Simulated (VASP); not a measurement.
# W (Im-3m) in VASP: notebook, part 2 of 2

VASP 6.6.1. Earlier steps stand in the parts before.

## (4) Single point, LDA (14.81 Å³/atom)

This run uses another cell than the first one, of 14.81 Å³/atom.

The input, INCAR:

```
ALGO = Normal
EDIFF = 1E-6
ENCUT = 520
GGA = CA
ISIF = 2
ISMEAR = 0
LASPH = True
LCHARG = False
LREAL = False
LWAVE = False
NBANDS = 13
NELM = 80
PREC = Accurate
SIGMA = 0.15
```

The input, KPOINTS:

```
k-points
0
Gamma
  22 22 22
```

The input, POSCAR:

```
W
1.0
   -1.5468893564      1.5468893564      1.5468893564
    1.5468893564     -1.5468893564      1.5468893564
    1.5468893564      1.5468893564     -1.5468893564
W
1
Direct
    0.0000000000      0.0000000000      0.0000000000
```

Potentials or basis: VASP PAW LDA potentials, release 64 (W_sv).

On the command line:

```bash
$ cat potpaw_LDA.64/W_sv/POTCAR > POTCAR
$ mpirun -np 1 vasp_std > vasp.out
```

OUTCAR:

```text
EDIFF = 1E-6
   ENCUT = 520
   GGA = CA
   ISIF = 2
   ISMEAR = 0
   LASPH = True
   LREAL = False
   NELM = 80
   PREC = Accurate

 ion  position               nearest neighbor table
   1  0.000  0.000  0.000-

  LATTYP: Found a body centered cubic cell.
 ALAT       =     3.0937787128

  Lattice vectors:

 A1 = (  -1.5468893564,   1.5468893564,   1.5468893564)
 A2 = (   1.5468893564,  -1.5468893564,   1.5468893564)
 A3 = (   1.5468893564,   1.5468893564,  -1.5468893564)

Analysis of symmetry for initial positions (statically):
=====================================================================
 Subroutine PRICEL returns:
 Original cell was already a primitive cell.

 Routine SETGRP: Setting up the symmetry group for a
 body centered cubic supercell.

 Subroutine GETGRP returns: Found 48 space group operations
 (whereof 48 operations were pure point group operations)
 out of a pool of 48 trial point group operations.

The static configuration has the point symmetry O_h .

Analysis of symmetry for dynamics (positions and initial velocities):
=====================================================================
 Subroutine PRICEL returns:
 Original cell was already a primitive cell.

 Routine SETGRP: Setting up the symmetry group for a
 body centered cubic supercell.

 Subroutine GETGRP returns: Found 48 space group operations
 (whereof 48 operations were pure point group operations)
 out of a pool of 48 trial point group operations.

The dynamic configuration has the point symmetry O_h .

 Subroutine INISYM returns: Found 48 space group operations
 (whereof 48 operations are pure point group operations),
 and found     1 'primitive' translations

----------------------------------------------------------------------------------------

                                     Primitive cell

[... 112 lines left out ...]
   LORBIT       =      0    0 simple, 1 ext, 2 COOP (PROOUT), +10 PAW based schemes
   GGA     = CA    functional components
   LHFCALC =     F    Hartree Fock is set to
   AEXX    =    0.0000 exact exchange contribution
   IVDW    =     0    specifies the selected vdW correction
   LEPSILON=     F    determine dielectric tensor
   LRPA    =     F    only Hartree local field effects (RPA)
 non-spin polarized calculation
 Gauss-broadening in eV      SIGMA  =   0.15
  energy-cutoff  :      520.00
  volume of cell :       14.81
 maximum number of plane-waves:       418
   NGX =  9   NGY =  9   NGZ =  9

 number of electron      13.9999998 magnetization

 Free energy of the ion-electron system (eV)
  ---------------------------------------------------
  ext. energy  EPLUGINS =         0.00000000
  ---------------------------------------------------
  free energy    TOTEN  =       -14.06972991 eV

  energy without entropy =      -14.06311351  energy(sigma->0) =      -14.06642171

 E-fermi :  12.3726     XC(G=0): -14.2159

 val. band max:       12.3629163810   @ k =  -0.1818   0.1818   0.1364
 cond. band min:      12.3847675740   @ k =  -0.3636   0.4091   0.2727
 fundamental gap:      0.0218511930
 Fermi energy:        12.3726402434

 k-point     1 :       0.0000    0.0000    0.0000
  band No.  band energies     occupation
      1     -61.3243      2.00000
      2     -25.0144      2.00000
      3     -25.0144      2.00000
      4     -25.0144      2.00000
      5       2.4331      2.00000
      6      10.9617      2.00000
      7      10.9617      2.00000
      8      10.9617      2.00000
      9      14.6959      0.00000
     10      14.6959      0.00000
     11      27.0624      0.00000
     12      27.0624      0.00000
     13      27.0624      0.00000
[... 354 lines left out ...]
  band No.  band energies     occupation
      1     -61.2612      2.00000
      2     -25.5980      2.00000
      3     -25.1673      2.00000
      4     -25.0603      2.00000
      5       4.2775      2.00000
      6      10.0643      2.00000
      7      10.2679      2.00000
      8      13.0401      0.00000
      9      13.6398      0.00000
     10      14.9890      0.00000
     11      28.4128      0.00000
     12      29.5725      0.00000
     13      30.4320      0.00000

 [... further k-points ...]

------------------------ aborting loop because EDIFF is reached ----------------------------------------

  FORCE on cell =-STRESS in cart. coord.  units (eV):
  Direction    XX          YY          ZZ          XY          YZ          ZX
  --------------------------------------------------------------------------------------
  -------------------------------------------------------------------------------------
  Total        1.5546344      1.5546344      1.5546344     -0.0000000      0.0000000     -0.0000000
  in kB      168.2290976    168.2290976    168.2290976     -0.0000000      0.0000000     -0.0000000
  external PRESSURE =     168.2290976 kB  Pullay stress =       0.0000000 kB

 VOLUME and BASIS-vectors are now :
 -----------------------------------------------------------------------------
  energy-cutoff  :      520.00
  volume of cell :       14.81
      direct lattice vectors                 reciprocal lattice vectors
    -1.546889356  1.546889356  1.546889356     0.000000000  0.323229323  0.323229323
     1.546889356 -1.546889356  1.546889356     0.323229323  0.000000000  0.323229323
     1.546889356  1.546889356 -1.546889356     0.323229323  0.323229323  0.000000000

 POSITION                                       TOTAL-FORCE (eV/Angst)
 -----------------------------------------------------------------------------------
      0.00000      0.00000      0.00000         0.000000      0.000000      0.000000
 -----------------------------------------------------------------------------------
    total drift:                                0.000000     -0.000000      0.000000

  FREE ENERGIE OF THE ION-ELECTRON SYSTEM (eV)
  ---------------------------------------------------
  free  energy   TOTEN  =       -14.0697299145 eV

  energy  without entropy=      -14.0631135090  energy(sigma->0) =      -14.06642171
```

stdout:

```text
POSCAR found type information on POSCAR W
 POSCAR found :  1 types and       1 ions
 scaLAPACK will be used
 LDA part: xc-table for (Slater(with rela. corr.)+CA(PZ))
 , standard interpolation
 POSCAR, INCAR and KPOINTS ok, starting setup
 FFT: planning ... GRIDC
 FFT: planning ... GRID_SOFT
 FFT: planning ... GRID
 WAVECAR not read
 entering main loop
```

It took 18 s on 1 thread of Intel Xeon 6975P-C (Granite Rapids), shared host; peak memory 0.16 GiB.

Results:

- Free energy: -14.0697 eV
- Pressure: 16.8 GPa
- Band gap on the k mesh: zero (bands 7 and 8 overlap by 7.04 eV)

Levels at points of the mesh, in eV from the Fermi level:
```csv
k point,band 3,band 4,band 5,band 6,band 7,band 8,band 9,band 10,band 11,band 12
"(0.00, 0.00, 0.00)",-37.39,-37.39,-9.94,-1.41,-1.41,-1.41,2.32,2.32,14.69,14.69
"(0.50, 0.00, 0.00)",-37.91,-37.40,-6.74,-3.96,1.08,2.27,3.32,6.75,11.71,12.23
"(0.50, 0.50, 0.50)",-38.52,-38.52,-6.45,-6.45,5.63,5.63,5.63,8.91,8.91,8.91
```

Caveat: the cell stands under pressure; spin-orbit coupling is left out, which moves the levels of the heavy elements.

## (5) Single point, LDA

This run uses another cell than the first one, of 15.42 Å³/atom.

The input, INCAR:

```
PREC = Accurate
ENCUT = 520
EDIFF = 1E-7
ISMEAR = 0
SIGMA = 0.15
LREAL = F
LASPH = T
NELM = 100
ALGO = Normal
ISIF = 2
LWAVE = F
LCHARG = F
GGA = CA
NBANDS = 13
```

The input, KPOINTS:

```
Automatic mesh
0
Gamma
  22 22 22
```

The input, POSCAR:

```
W
1.0
   -1.5680780323      1.5680780323      1.5680780323
    1.5680780323     -1.5680780323      1.5680780323
    1.5680780323      1.5680780323     -1.5680780323
W
1
Direct
    0.0000000000      0.0000000000      0.0000000000
```

Potentials or basis: VASP PAW LDA potentials, release 64 (W_sv).

On the command line:

```bash
$ cat potpaw_LDA.64/W_sv/POTCAR > POTCAR
$ mpirun -np 1 vasp_std > vasp.out
```

OUTCAR:

```text
PREC = Accurate
   ENCUT = 520
   EDIFF = 1E-7
   ISMEAR = 0
   LREAL = F
   LASPH = T
   NELM = 100
   ISIF = 2
   GGA = CA

 ion  position               nearest neighbor table
   1  0.000  0.000  0.000-

  LATTYP: Found a body centered cubic cell.
 ALAT       =     3.1361560646

  Lattice vectors:

 A1 = (  -1.5680780323,   1.5680780323,   1.5680780323)
 A2 = (   1.5680780323,  -1.5680780323,   1.5680780323)
 A3 = (   1.5680780323,   1.5680780323,  -1.5680780323)

Analysis of symmetry for initial positions (statically):
=====================================================================
 Subroutine PRICEL returns:
 Original cell was already a primitive cell.

 Routine SETGRP: Setting up the symmetry group for a
 body centered cubic supercell.

 Subroutine GETGRP returns: Found 48 space group operations
 (whereof 48 operations were pure point group operations)
 out of a pool of 48 trial point group operations.

The static configuration has the point symmetry O_h .

Analysis of symmetry for dynamics (positions and initial velocities):
=====================================================================
 Subroutine PRICEL returns:
 Original cell was already a primitive cell.

 Routine SETGRP: Setting up the symmetry group for a
 body centered cubic supercell.

 Subroutine GETGRP returns: Found 48 space group operations
 (whereof 48 operations were pure point group operations)
 out of a pool of 48 trial point group operations.

The dynamic configuration has the point symmetry O_h .

 Subroutine INISYM returns: Found 48 space group operations
 (whereof 48 operations are pure point group operations),
 and found     1 'primitive' translations

----------------------------------------------------------------------------------------

                                     Primitive cell

  volume of cell :      15.4228

  direct lattice vectors                    reciprocal lattice vectors
    -1.568078032  1.568078032  1.568078032     0.000000000  0.318861683  0.318861683
     1.568078032 -1.568078032  1.568078032     0.318861683  0.000000000  0.318861683
     1.568078032  1.568078032 -1.568078032     0.318861683  0.318861683  0.000000000

  length of vectors
     2.715990822  2.715990822  2.715990822     0.450938516  0.450938516  0.450938516

  position of ions in fractional coordinates (direct lattice)
     0.000000000  0.000000000  0.000000000

  ion indices of the primitive-cell ions
   primitive index   ion index
                 1           1

----------------------------------------------------------------------------------------

 KPOINTS: Automatic mesh

Automatic generation of k-mesh.
 Grid dimensions read from file:
 generate k-points for:   22   22   22

 Generating k-lattice:

  Cartesian coordinates                     Fractional coordinates (reciprocal lattice)
     0.000000000  0.014493713  0.014493713     0.045454545  0.000000000  0.000000000
     0.014493713  0.000000000  0.014493713     0.000000000  0.045454545  0.000000000
     0.014493713  0.014493713  0.000000000     0.000000000  0.000000000  0.045454545

  Length of vectors
     0.020497205  0.020497205  0.020497205

  Shift w.r.t. Gamma in fractional coordinates (k-lattice)
     0.000000000  0.000000000  0.000000000

 Subroutine IBZKPT returns following result:
 ===========================================

 Found    328 irreducible k-points:

 Following reciprocal coordinates:
            Coordinates               Weight
  0.000000  0.000000  0.000000      1.000000
  0.045455  0.000000  0.000000     12.000000
  0.090909  0.000000  0.000000     12.000000
  0.136364  0.000000  0.000000     12.000000
  0.181818  0.000000  0.000000     12.000000
  0.227273  0.000000  0.000000     12.000000
[... 16 lines left out ...]
  0.090909  0.090909  0.000000     24.000000
  0.136364  0.090909  0.000000     48.000000
 [... further k-points ...]
   k-points           NKPTS =    328   k-points in BZ     NKDIM =    328   number of bands    NBANDS=     13
   number of dos      NEDOS =    301   number of ions     NIONS =      1
   total plane-waves  NPLWV =   8000
   dimension x,y,z NGX =    20 NGY =   20 NGZ =   20
   dimension x,y,z NGXF=    40 NGYF=   40 NGZF=   40
   ions per type =               1
   NGX,Y,Z   is equivalent  to a cutoff of  12.24, 12.24, 12.24 a.u.
   NGXF,Y,Z  is equivalent  to a cutoff of  24.48, 24.48, 24.48 a.u.
 SYSTEM =  unknown system
   PREC   = accura    normal or accurate (medium, high low for compatibility)
   ISTART =      0    job   : 0-new  1-cont  2-samecut
   ICHARG =      2    charge: 1-file 2-atom 10-const
   ISPIN  =      1    spin polarized calculation?
   LNONCOLLINEAR =      F non collinear calculations
   LSORBIT =      F    spin-orbit coupling
   LASPH  =      T    aspherical Exc in radial PAW
   ENCUT  =  520.0 eV  38.22 Ry    6.18 a.u.   5.05  5.05  5.05*2*pi/ulx,y,z
   NELM   =    100;   NELMIN=  2; NELMDL= -5     # of ELM steps
   EDIFF  = 0.1E-06   stopping-criterion for ELM
   LREAL  =      F    real-space projection
   EDIFFG = 0.1E-05   stopping-criterion for IOM
   NSW    =      0    number of steps for IOM
   IBRION =     -1    ionic relax: 0-MD 1-quasi-New 2-CG
   NFREE  =      0    steps in history (QN), initial steepest desc. (CG)
   ISIF   =      2    stress and relaxation
   ISYM   =      2    0-nonsym 1-usesym 2-fastsym
   POTIM  = 0.5000    time-step for ionic-motion
   TEBEG  =    0.0;   TEEND  =   0.0 temperature during run
   PSTRESS=    0.0 pullay stress
   NELECT =      14.0000    total number of electrons
   NUPDOWN=      -1.0000    fix difference up-down
   EMIN   =  10.00;   EMAX   =-10.00  energy-range for DOS
   EFERMI =   0.00;   METHOD = LEGACY
   ISMEAR =     0;   SIGMA  =   0.15  broadening in eV -4-tet -1-fermi 0-gaus
   EFERMI_NEDOS =   21; number of points for ismear=-14 and -15
   IALGO  =     38    algorithm
   IMIX   =      4    mixing-type and parameters
     AMIX     =   0.40;   BMIX     =  1.00
     AMIX_MAG =   1.60;   BMIX_MAG =  1.00
  volume/ion in A,a.u.               =      15.42       104.08
  Fermi-wavevector in a.u.,A,eV,Ry     =   1.585124  2.995450 34.186234  2.512617
  Thomas-Fermi vector in A             =   2.684636
   LORBIT       =      0    0 simple, 1 ext, 2 COOP (PROOUT), +10 PAW based schemes
   GGA     = CA    functional components
   LHFCALC =     F    Hartree Fock is set to
   AEXX    =    0.0000 exact exchange contribution
   IVDW    =     0    specifies the selected vdW correction
   LEPSILON=     F    determine dielectric tensor
   LRPA    =     F    only Hartree local field effects (RPA)
 non-spin polarized calculation
 Gauss-broadening in eV      SIGMA  =   0.15
  energy-cutoff  :      520.00
  volume of cell :       15.42
 maximum number of plane-waves:       429
   NGX = 11   NGY = 11   NGZ = 11

 number of electron      14.0000004 magnetization

 Free energy of the ion-electron system (eV)
  ---------------------------------------------------
  ext. energy  EPLUGINS =         0.00000000
  ---------------------------------------------------
  free energy    TOTEN  =       -14.10477209 eV

  energy without entropy =      -14.09795182  energy(sigma->0) =      -14.10136196

 E-fermi :  11.7379     XC(G=0): -13.9839

 val. band max:       11.7312528844   @ k =   0.1364   0.0455   0.0000
 cond. band min:      11.7498329943   @ k =  -0.1818   0.1818   0.1364
 fundamental gap:      0.0185801099
 Fermi energy:        11.7379152146

 k-point     1 :       0.0000    0.0000    0.0000
  band No.  band energies     occupation
      1     -61.9899      2.00000
      2     -25.7540      2.00000
      3     -25.7540      2.00000
      4     -25.7540      2.00000
      5       2.0291      2.00000
      6      10.4158      2.00000
      7      10.4158      2.00000
      8      10.4158      2.00000
      9      13.9757      0.00000
     10      13.9757      0.00000
     11      26.3584      0.00000
     12      26.3584      0.00000
     13      26.3584      0.00000
[... 353 lines left out ...]
 k-point    24 :       0.1364    0.0909    0.0000
  band No.  band energies     occupation
      1     -61.9369      2.00000
      2     -26.2630      2.00000
      3     -25.8881      2.00000
      4     -25.7938      2.00000
      5       3.7950      2.00000
      6       9.5700      2.00000
      7       9.7624      2.00000
      8      12.3805      0.00000
      9      12.9871      0.00000
     10      14.2479      0.00000
     11      27.6135      0.00000
     12      28.6465      0.00000
     13      29.4444      0.00000

 [... further k-points ...]

------------------------ aborting loop because EDIFF is reached ----------------------------------------

  FORCE on cell =-STRESS in cart. coord.  units (eV):
  Direction    XX          YY          ZZ          XY          YZ          ZX
  --------------------------------------------------------------------------------------
  -------------------------------------------------------------------------------------
  Total        0.1617057      0.1617057      0.1617057      0.0000000     -0.0000000      0.0000000
  in kB       16.7985955     16.7985955     16.7985955      0.0000000     -0.0000000      0.0000000
  external PRESSURE =      16.7985955 kB  Pullay stress =       0.0000000 kB

 VOLUME and BASIS-vectors are now :
 -----------------------------------------------------------------------------
  energy-cutoff  :      520.00
  volume of cell :       15.42
      direct lattice vectors                 reciprocal lattice vectors
    -1.568078032  1.568078032  1.568078032     0.000000000  0.318861683  0.318861683
     1.568078032 -1.568078032  1.568078032     0.318861683  0.000000000  0.318861683
     1.568078032  1.568078032 -1.568078032     0.318861683  0.318861683  0.000000000

 POSITION                                       TOTAL-FORCE (eV/Angst)
 -----------------------------------------------------------------------------------
      0.00000      0.00000      0.00000        -0.000000     -0.000000      0.000000
 -----------------------------------------------------------------------------------
    total drift:                                0.000000     -0.000000      0.000000

  FREE ENERGIE OF THE ION-ELECTRON SYSTEM (eV)
  ---------------------------------------------------
  free  energy   TOTEN  =       -14.1047720944 eV

  energy  without entropy=      -14.0979518177  energy(sigma->0) =      -14.10136196
```

OSZICAR:

```text
N       E                     dE             d eps       ncg     rms          rms(c)
DAV:   1     0.836787961044E+02    0.83679E+02   -0.74739E+03  8565   0.123E+03
DAV:   2    -0.131616454702E+02   -0.96840E+02   -0.93063E+02  9538   0.319E+02
DAV:   3    -0.147620890008E+02   -0.16004E+01   -0.15951E+01  9368   0.396E+01
DAV:   4    -0.147681972937E+02   -0.61083E-02   -0.61081E-02  9503   0.270E+00
DAV:   5    -0.147682459224E+02   -0.48629E-04   -0.48628E-04  9513   0.227E-01    0.222E+01
DAV:   6    -0.142474314768E+02    0.52081E+00   -0.39761E-01  8878   0.826E+00    0.894E+00
DAV:   7    -0.141102266747E+02    0.13720E+00   -0.19591E-01  9448   0.546E+00    0.515E-01
DAV:   8    -0.141048370047E+02    0.53897E-02   -0.46341E-03  8738   0.933E-01    0.663E-02
DAV:   9    -0.141047705553E+02    0.66449E-04   -0.76322E-05  9838   0.101E-01    0.413E-02
DAV:  10    -0.141047720871E+02   -0.15317E-05   -0.79745E-06  9368   0.391E-02    0.186E-03
DAV:  11    -0.141047720944E+02   -0.73696E-08   -0.14414E-07  7476   0.439E-03
   1 F= -.14104772E+02 E0= -.14101362E+02  d E =-.682028E-02
```

stdout:

```text
POSCAR found type information on POSCAR W
 POSCAR found :  1 types and       1 ions
 scaLAPACK will be used
 LDA part: xc-table for (Slater(with rela. corr.)+CA(PZ))
 , standard interpolation
 POSCAR, INCAR and KPOINTS ok, starting setup
 FFT: planning ... GRIDC
 FFT: planning ... GRID_SOFT
 FFT: planning ... GRID
 WAVECAR not read
 entering main loop
```

Wall time 20 s (1 thread of Intel Xeon 6975P-C (Granite Rapids), shared host); peak memory 0.16 GiB.

Results:

* Free energy: -14.1048 eV
* Pressure: 1.7 GPa
* Band gap on the k mesh: zero (bands 7 and 8 overlap by 6.66 eV)

Caveat: spin-orbit coupling is left out, which moves the levels of the heavy elements.

## (6) The runs side by side

| cell | gap on the mesh (eV) | pressure (GPa) |
| --- | --- | --- |
| a = 2.603 Å, angles 109.5°, 1 atom | none | 58.7 |
| a = 2.642 Å, angles 109.5°, 1 atom | none | 35.5 |
| a = 2.679 Å, angles 109.5°, 1 atom | none | 16.8 |
| a = 2.716 Å, angles 109.5°, 1 atom | none | 1.7 |

Alike in all rows: task single point; level LDA; potentials or basis VASP PAW LDA potentials, release 64 (W_sv); no spin polarisation; k mesh 22 × 22 × 22; cutoff (eV) 520; smearing gaussian 0.15 eV.

Caveats: spin-orbit coupling is left out, which moves the levels of the heavy elements; the cell stands under pressure (at least some runs).

Absolute energies hang on the potentials; compare differences alone.
